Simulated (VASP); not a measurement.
# Hf (P6_3/mmc) in VASP: further runs

Runs on Hf. Level: LDA. Tasks: single point, relaxation of cell and atoms.

Everything below comes from runs of VASP 6.6.1. Logs are shortened: lines on timing, memory, paths and dates and some standing lists are left out, and cuts for length are marked.

## Step 1: The cell of the first run

Symmetry: P6_3/mmc, No. 194, hexagonal system. Conventional cell: a = 3.192 Å, b = 3.192 Å, c = 5.045 Å, α = 90.00°, β = 90.00°, γ = 120.00°. Hf (site symmetry -6m2) has 12 Hf at 3.12 to 3.19 Å within 4.1 Å.

## Step 2: Single point, LDA

Contents of INCAR:

```
  ALGO = Normal
  EDIFF = 1E-7
  ENCUT = 520
  GGA = CA
  ISIF = 2
  ISMEAR = 0
  LASPH = True
  LCHARG = False
  LREAL = False
  LWAVE = False
  NBANDS = 17
  NELM = 80
  PREC = Accurate
  SIGMA = 0.1
```

Contents of KPOINTS:

```
k-points
0
Gamma
  6 6 4
```

Contents of POSCAR:

```
Hf
1.0
    3.1923846300      0.0000000000      0.0000000000
   -1.5961923200      2.7646861900      0.0000000000
    0.0000000000      0.0000000000      5.0450416400
Hf
2
Direct
    0.3333333300      0.6666666700      0.2500000000
    0.6666666700      0.3333333300      0.7500000000
```

Potentials or basis: VASP PAW LDA potentials, release 64 (Hf_pv).

On the command line:

```bash
$ cat potpaw_LDA.64/Hf_pv/POTCAR > POTCAR
$ mpirun -np 1 vasp_std > vasp.out
```

OUTCAR:

```text
EDIFF = 1E-7
   ENCUT = 520
   GGA = CA
   ISIF = 2
   ISMEAR = 0
   LASPH = True
   LREAL = False
   NELM = 80
   PREC = Accurate

 ion  position               nearest neighbor table
   1  0.333  0.667  0.250-   2 3.12   2 3.12   2 3.12   2 3.12   2 3.12   2 3.12
   2  0.667  0.333  0.750-   1 3.12   1 3.12   1 3.12   1 3.12   1 3.12   1 3.12

  LATTYP: Found a hexagonal cell.
 ALAT       =     3.1923846300
 C/A-ratio  =     1.5803364020

  Lattice vectors:

 A1 = (   3.1923846300,   0.0000000000,   0.0000000000)
 A2 = (  -1.5961923200,   2.7646861900,   0.0000000000)
 A3 = (   0.0000000000,   0.0000000000,   5.0450416400)

Analysis of symmetry for initial positions (statically):
=====================================================================
 Subroutine PRICEL returns:
 Original cell was already a primitive cell.

 Routine SETGRP: Setting up the symmetry group for a
 hexagonal supercell.

 Subroutine GETGRP returns: Found 24 space group operations
 (whereof 12 operations were pure point group operations)
 out of a pool of 24 trial point group operations.

The static configuration has the point symmetry D_3d.
 The point group associated with its full space group is D_6h.

Analysis of symmetry for dynamics (positions and initial velocities):
=====================================================================
 Subroutine PRICEL returns:
 Original cell was already a primitive cell.

 Routine SETGRP: Setting up the symmetry group for a
 hexagonal supercell.

 Subroutine GETGRP returns: Found 24 space group operations
 (whereof 12 operations were pure point group operations)
 out of a pool of 24 trial point group operations.

The dynamic configuration has the point symmetry D_3d.
 The point group associated with its full space group is D_6h.

 Subroutine INISYM returns: Found 24 space group operations
 (whereof 12 operations are pure point group operations),
 and found     1 'primitive' translations

----------------------------------------------------------------------------------------

                                     Primitive cell

  volume of cell :      44.5272

  direct lattice vectors                    reciprocal lattice vectors
     3.192384630  0.000000000  0.000000000     0.313245463  0.180852353  0.000000000
    -1.596192320  2.764686190  0.000000000     0.000000000  0.361704704  0.000000000
     0.000000000  0.000000000  5.045041640     0.000000000  0.000000000  0.198214419

  length of vectors
     3.192384630  3.192384634  5.045041640     0.361704704  0.361704704  0.198214419

  position of ions in fractional coordinates (direct lattice)
     0.333333330  0.666666670  0.250000000
     0.666666670  0.333333330  0.750000000

  ion indices of the primitive-cell ions
   primitive index   ion index
                 1           1
                 2           2

----------------------------------------------------------------------------------------

 KPOINTS: k-points

Automatic generation of k-mesh.
 Grid dimensions read from file:
 generate k-points for:    6    6    4

 Generating k-lattice:

  Cartesian coordinates                     Fractional coordinates (reciprocal lattice)
     0.052207577  0.030142059  0.000000000     0.166666667  0.000000000  0.000000000
     0.000000000  0.060284117  0.000000000     0.000000000  0.166666667  0.000000000
     0.000000000  0.000000000  0.049553605     0.000000000  0.000000000  0.250000000

  Length of vectors
     0.060284117  0.060284117  0.049553605

  Shift w.r.t. Gamma in fractional coordinates (k-lattice)
     0.000000000  0.000000000  0.000000000

 Subroutine IBZKPT returns following result:
 ===========================================

 Found     21 irreducible k-points:

 Following reciprocal coordinates:
            Coordinates               Weight
  0.000000  0.000000  0.000000      1.000000
  0.166667  0.000000  0.000000      6.000000
  0.333333  0.000000  0.000000      6.000000
  0.500000  0.000000  0.000000      3.000000
  0.166667  0.166667  0.000000      6.000000
  0.333333  0.166667  0.000000     12.000000
[... 13 lines left out ...]
  0.333333  0.166667  0.500000     12.000000
  0.333333  0.333333  0.500000      2.000000
   k-points           NKPTS =     21   k-points in BZ     NKDIM =     21   number of bands    NBANDS=     17
   number of dos      NEDOS =    301   number of ions     NIONS =      2
   total plane-waves  NPLWV =  23040
   dimension x,y,z NGX =    24 NGY =   24 NGZ =   40
   dimension x,y,z NGXF=    48 NGYF=   48 NGZF=   80
   ions per type =               2
   NGX,Y,Z   is equivalent  to a cutoff of  12.50, 12.50, 13.18 a.u.
   NGXF,Y,Z  is equivalent  to a cutoff of  25.00, 25.00, 26.36 a.u.
 SYSTEM =  unknown system
   PREC   = accura    normal or accurate (medium, high low for compatibility)
   ISTART =      0    job   : 0-new  1-cont  2-samecut
   ICHARG =      2    charge: 1-file 2-atom 10-const
   ISPIN  =      1    spin polarized calculation?
   LNONCOLLINEAR =      F non collinear calculations
   LSORBIT =      F    spin-orbit coupling
   LASPH  =      T    aspherical Exc in radial PAW
   ENCUT  =  520.0 eV  38.22 Ry    6.18 a.u.   5.94  5.94  9.38*2*pi/ulx,y,z
   NELM   =     80;   NELMIN=  2; NELMDL= -5     # of ELM steps
   EDIFF  = 0.1E-06   stopping-criterion for ELM
   LREAL  =      F    real-space projection
   EDIFFG = 0.1E-05   stopping-criterion for IOM
   NSW    =      0    number of steps for IOM
   IBRION =     -1    ionic relax: 0-MD 1-quasi-New 2-CG
   NFREE  =      0    steps in history (QN), initial steepest desc. (CG)
   ISIF   =      2    stress and relaxation
   ISYM   =      2    0-nonsym 1-usesym 2-fastsym
   POTIM  = 0.5000    time-step for ionic-motion
   TEBEG  =    0.0;   TEEND  =   0.0 temperature during run
   PSTRESS=    0.0 pullay stress
   NELECT =      20.0000    total number of electrons
   NUPDOWN=      -1.0000    fix difference up-down
   EMIN   =  10.00;   EMAX   =-10.00  energy-range for DOS
   EFERMI =   0.00;   METHOD = LEGACY
   ISMEAR =     0;   SIGMA  =   0.10  broadening in eV -4-tet -1-fermi 0-gaus
   EFERMI_NEDOS =   21; number of points for ismear=-14 and -15
   IALGO  =     38    algorithm
   IMIX   =      4    mixing-type and parameters
     AMIX     =   0.40;   BMIX     =  1.00
     AMIX_MAG =   1.60;   BMIX_MAG =  1.00
  volume/ion in A,a.u.               =      22.26       150.24
  Fermi-wavevector in a.u.,A,eV,Ry     =   1.253746  2.369236 21.386713  1.571879
  Thomas-Fermi vector in A             =   2.387584
   LORBIT       =      0    0 simple, 1 ext, 2 COOP (PROOUT), +10 PAW based schemes
   GGA     = CA    functional components
   LHFCALC =     F    Hartree Fock is set to
   AEXX    =    0.0000 exact exchange contribution
   IVDW    =     0    specifies the selected vdW correction
   LEPSILON=     F    determine dielectric tensor
   LRPA    =     F    only Hartree local field effects (RPA)
 non-spin polarized calculation
 Gauss-broadening in eV      SIGMA  =   0.10
  energy-cutoff  :      520.00
  volume of cell :       44.53
 maximum number of plane-waves:      1236
 NGX is ok and might be reduce to    24
   NGX = 11   NGY = 11   NGZ = 19

 number of electron      20.0000003 magnetization

 Free energy of the ion-electron system (eV)
  ---------------------------------------------------
  ext. energy  EPLUGINS =         0.00000000
  ---------------------------------------------------
  free energy    TOTEN  =       -21.30149861 eV

  energy without entropy =      -21.28462927  energy(sigma->0) =      -21.29306394

 E-fermi :   4.8849     XC(G=0): -11.4926

 val. band max:        4.7571176479   @ k =   0.1667   0.0000   0.0000
 cond. band min:       4.8887727459   @ k =   0.1667   0.0000   0.2500
 fundamental gap:      0.1316550980
 Fermi energy:         4.8848649660

 k-point     1 :       0.0000    0.0000    0.0000
  band No.  band energies     occupation
      1     -26.1099      2.00000
      2     -25.3385      2.00000
      3     -25.3385      2.00000
      4     -25.2068      2.00000
      5     -25.2047      2.00000
      6     -25.2047      2.00000
[... 9 lines left out ...]
     16       7.3637      0.00000
     17      10.0923      0.00000

 k-point     2 :       0.1667    0.0000    0.0000
  band No.  band energies     occupation
      1     -26.0379      2.00000
      2     -25.4863      2.00000
      3     -25.3871      2.00000
      4     -25.3579      2.00000
      5     -25.2416      2.00000
      6     -25.2254      2.00000
[... 9 lines left out ...]
     16       7.4906      0.00000
     17      10.5798      0.00000

 k-point     3 :       0.3333    0.0000    0.0000
  band No.  band energies     occupation
      1     -25.8616      2.00000
      2     -25.7816      2.00000
      3     -25.6421      2.00000
      4     -25.4775      2.00000
      5     -25.3428      2.00000
      6     -25.2721      2.00000
[... 9 lines left out ...]
     16       9.4129      0.00000
     17      11.0891      0.00000

 k-point     4 :       0.5000    0.0000    0.0000
  band No.  band energies     occupation
      1     -25.9278      2.00000
      2     -25.7751      2.00000
      3     -25.7295      2.00000
      4     -25.5204      2.00000
      5     -25.4371      2.00000
      6     -25.2969      2.00000
[... 9 lines left out ...]
     16      11.2286      0.00000
     17      11.8338      0.00000

 k-point     5 :       0.1667    0.1667    0.0000
  band No.  band energies     occupation
      1     -25.9122      2.00000
      2     -25.6411      2.00000
      3     -25.6267      2.00000
      4     -25.4278      2.00000
      5     -25.3111      2.00000
      6     -25.3040      2.00000
[... 9 lines left out ...]
     16       9.2191      0.00000
     17      10.7365      0.00000

 k-point     6 :       0.3333    0.1667    0.0000
  band No.  band energies     occupation
      1     -25.8521      2.00000
      2     -25.7319      2.00000
      3     -25.7271      2.00000
      4     -25.5674      2.00000
      5     -25.4346      2.00000
      6     -25.3837      2.00000
[... 9 lines left out ...]
     16      10.7995      0.00000
     17      11.4715      0.00000

 k-point     7 :       0.3333    0.3333    0.0000
  band No.  band energies     occupation
      1     -25.8205      2.00000
      2     -25.6811      2.00000
      3     -25.6811      2.00000
      4     -25.5737      2.00000
      5     -25.5737      2.00000
      6     -25.5304      2.00000
[... 9 lines left out ...]
     16      10.4951      0.00000
     17      10.5042      0.00000

 k-point     8 :       0.0000    0.0000    0.2500
  band No.  band energies     occupation
      1     -25.9857      2.00000
      2     -25.3479      2.00000
      3     -25.3191      2.00000
      4     -25.3191      2.00000
      5     -25.2245      2.00000
      6     -25.2245      2.00000
[... 9 lines left out ...]
     16       8.1723      0.00000
     17      10.2056      0.00000
[... 143 lines left out ...]
      1     -25.7141      2.00000
      2     -25.7141      2.00000
      3     -25.3584      2.00000
      4     -25.3584      2.00000
      5     -25.3068      2.00000
      6     -25.3068      2.00000
[... 9 lines left out ...]
     16       9.4114      0.00000
     17       9.6447      0.00000

 k-point    17 :       0.3333    0.0000    0.5000
  band No.  band energies     occupation
      1     -25.8879      2.00000
      2     -25.8879      2.00000
      3     -25.4244      2.00000
      4     -25.4244      2.00000
      5     -25.3758      2.00000
      6     -25.3758      2.00000
[... 9 lines left out ...]
     16       9.8954      0.00000
     17      10.0363      0.00000

 k-point    18 :       0.5000    0.0000    0.5000
  band No.  band energies     occupation
      1     -26.0022      2.00000
      2     -26.0022      2.00000
      3     -25.4251      2.00000
      4     -25.4251      2.00000
      5     -25.4099      2.00000
      6     -25.4099      2.00000
[... 9 lines left out ...]
     16      10.8957      0.00000
     17      10.9355      0.00000

 k-point    19 :       0.1667    0.1667    0.5000
  band No.  band energies     occupation
      1     -25.8165      2.00000
      2     -25.8165      2.00000
      3     -25.4450      2.00000
      4     -25.4450      2.00000
      5     -25.3521      2.00000
      6     -25.3521      2.00000
[... 9 lines left out ...]
     16       9.4551      0.00000
     17      10.3270      0.00000

 k-point    20 :       0.3333    0.1667    0.5000
  band No.  band energies     occupation
      1     -25.9392      2.00000
      2     -25.9392      2.00000
      3     -25.5423      2.00000
      4     -25.5423      2.00000
      5     -25.3608      2.00000
      6     -25.3608      2.00000
[... 9 lines left out ...]
     16      10.3556      0.00000
     17      11.6312      0.00000

 k-point    21 :       0.3333    0.3333    0.5000
  band No.  band energies     occupation
      1     -25.8974      2.00000
      2     -25.8974      2.00000
      3     -25.6777      2.00000
      4     -25.6777      2.00000
      5     -25.3467      2.00000
      6     -25.3467      2.00000
[... 9 lines left out ...]
     16       9.8329      0.00000
     17      13.4530      0.00000

------------------------ aborting loop because EDIFF is reached ----------------------------------------

  FORCE on cell =-STRESS in cart. coord.  units (eV):
  Direction    XX          YY          ZZ          XY          YZ          ZX
  --------------------------------------------------------------------------------------
  -------------------------------------------------------------------------------------
  Total       -2.0329267     -2.0329267     -1.8954641      0.0000000      0.0000000     -0.0000000
  in kB      -73.1486793    -73.1486794    -68.2025080      0.0000001      0.0000000     -0.0000000
  external PRESSURE =     -71.4999556 kB  Pullay stress =       0.0000000 kB

 VOLUME and BASIS-vectors are now :
 -----------------------------------------------------------------------------
  energy-cutoff  :      520.00
  volume of cell :       44.53
      direct lattice vectors                 reciprocal lattice vectors
     3.192384630  0.000000000  0.000000000     0.313245463  0.180852353  0.000000000
    -1.596192320  2.764686190  0.000000000     0.000000000  0.361704704  0.000000000
     0.000000000  0.000000000  5.045041640     0.000000000  0.000000000  0.198214419

 POSITION                                       TOTAL-FORCE (eV/Angst)
 -----------------------------------------------------------------------------------
     -0.00000      1.84312      1.26126        -0.000000      0.000000      0.000000
      1.59619      0.92156      3.78378         0.000000      0.000000      0.000000
 -----------------------------------------------------------------------------------
    total drift:                               -0.000002      0.000001     -0.000000

  FREE ENERGIE OF THE ION-ELECTRON SYSTEM (eV)
  ---------------------------------------------------
  free  energy   TOTEN  =       -21.3014986107 eV

  energy  without entropy=      -21.2846292670  energy(sigma->0) =      -21.29306394
```

It took 20 s on 1 thread of Intel Xeon 8259CL, shared host; peak memory 0.15 GiB.

Results:

| Property | Result |
| --- | --- |
| Free energy | -21.3015 eV |
| Pressure | -7.1 GPa |
| Band gap on the k mesh | zero (bands 10 and 11 overlap by 1.25 eV) |

Stress tensor (GPa, compression positive):
```
-7.31  0.00  0.00
 0.00 -7.31  0.00
 0.00  0.00 -6.82
```

Caveat: the k points lie up to 0.38 Å⁻¹ apart, too coarse for converged energies and pressures of a metal; spin-orbit coupling is left out, which moves the levels of the heavy elements.

## Step 3: Single point, LDA

This run uses another cell than the first one, of 20.83 Å³/atom.

Contents of INCAR:

```
SYSTEM = Hf
  PREC = Accurate
  ENCUT = 520
  EDIFF = 1E-6
  ISMEAR = 0
  SIGMA = 0.1
  LREAL = .FALSE.
  LASPH = .TRUE.
  NELM = 60
  ALGO = Normal
  ISIF = 2
  LWAVE = .FALSE.
  LCHARG = .FALSE.
  NBANDS = 17
```

Contents of KPOINTS:

```
regular mesh
0
G
  12 12 8
  0 0 0
```

Contents of POSCAR:

```
Hf
1.0
    3.1181299137      0.0000000028      0.0000000000
   -1.5590649593      2.7003797161      0.0000000000
    0.0000000000      0.0000000000      4.9468960220
Hf
2
Direct
    0.3333333333      0.6666666667      0.2500000000
    0.6666666667      0.3333333333      0.7500000000
```

Potentials or basis: VASP PAW LDA potentials, release 64 (Hf_pv).

On the command line:

```bash
$ cat potpaw_LDA.64/Hf_pv/POTCAR > POTCAR
$ mpirun -np 1 vasp_std > vasp.out
```

Wall time 73 s (1 thread of Intel Xeon 8259CL, shared host); peak memory 0.18 GiB.

Results (log left out):

```yaml
Free_energy: -21.3928 eV
Pressure: 0.1 GPa
Band_gap_on_the_k_mesh: zero (bands 10 and 11 overlap by 1.41 eV)
```

Levels at points of the mesh, in eV from the Fermi level:
| k point | band 8 | band 9 | band 10 | band 11 | band 12 | band 13 |
| --- | --- | --- | --- | --- | --- | --- |
| (0.00, 0.00, 0.00) | -3.95 | 1.04 | 1.11 | 1.11 | 1.39 | 2.00 |
| (0.50, 0.00, 0.00) | -3.05 | -2.48 | -0.57 | 0.70 | 0.93 | 1.76 |
| (0.00, 0.00, 0.50) | -5.46 | 0.09 | 0.09 | 1.00 | 1.00 | 1.00 |
| (0.50, 0.00, 0.50) | -3.65 | -1.17 | -1.17 | 1.54 | 1.54 | 2.74 |

Caveat: spin-orbit coupling is left out, which moves the levels of the heavy elements.

## Step 4: Single point, LDA

This run uses another cell than the first one, of 20.85 Å³/atom.

Contents of INCAR:

```
SYSTEM = Hf
PREC = Accurate
ENCUT = 520
EDIFF = 1E-6
ISMEAR = -1
SIGMA = 0.15
LREAL = .False.
LASPH = .True.
NELM = 80
ALGO = Normal
ISIF = 2
LWAVE = .False.
LCHARG = .False.
NBANDS = 17
```

Contents of KPOINTS:

```
regular mesh
0
Gamma
  12 12 8
  0 0 0
```

Contents of POSCAR:

```
Hf
1.0
    3.1155931752      0.0000000028      0.0000000000
   -1.5577965901      2.6981828362      0.0000000000
    0.0000000000      0.0000000000      4.9602855356
Hf
2
Direct
    0.3333333333      0.6666666667      0.2500000000
    0.6666666667      0.3333333333      0.7500000000
```

On the command line:

```bash
$ cat potpaw_LDA.64/Hf_pv/POTCAR > POTCAR
$ mpirun -np 1 vasp_std > vasp.out
```

Wall time 71 s (1 thread of Intel Xeon 8259CL, shared host); peak memory 0.18 GiB.

It converged, with:

```
Free energy            : -21.4531 eV
Pressure               : 0.1 GPa
Band gap on the k mesh : zero (bands 10 and 11 overlap by 1.41 eV)
```

Levels at points of the mesh, in eV from the Fermi level:
```csv
k point,band 7,band 8,band 9,band 10,band 11,band 12,band 13,band 14
"(0.00, 0.00, 0.00)",-7.50,-3.89,1.07,1.19,1.19,1.42,2.06,2.06
"(0.50, 0.00, 0.00)",-3.39,-2.98,-2.42,-0.49,0.79,0.98,1.80,6.38
"(0.00, 0.00, 0.50)",-5.41,-5.41,0.14,0.14,1.08,1.08,1.08,1.08
"(0.50, 0.00, 0.50)",-3.58,-3.58,-1.11,-1.11,1.60,1.60,2.82,2.82
```

Caveat: spin-orbit coupling is left out, which moves the levels of the heavy elements.

(Continued in part 2 of 2.)

The gap in the log of VASP goes by the Fermi energy; the results here count the filled bands.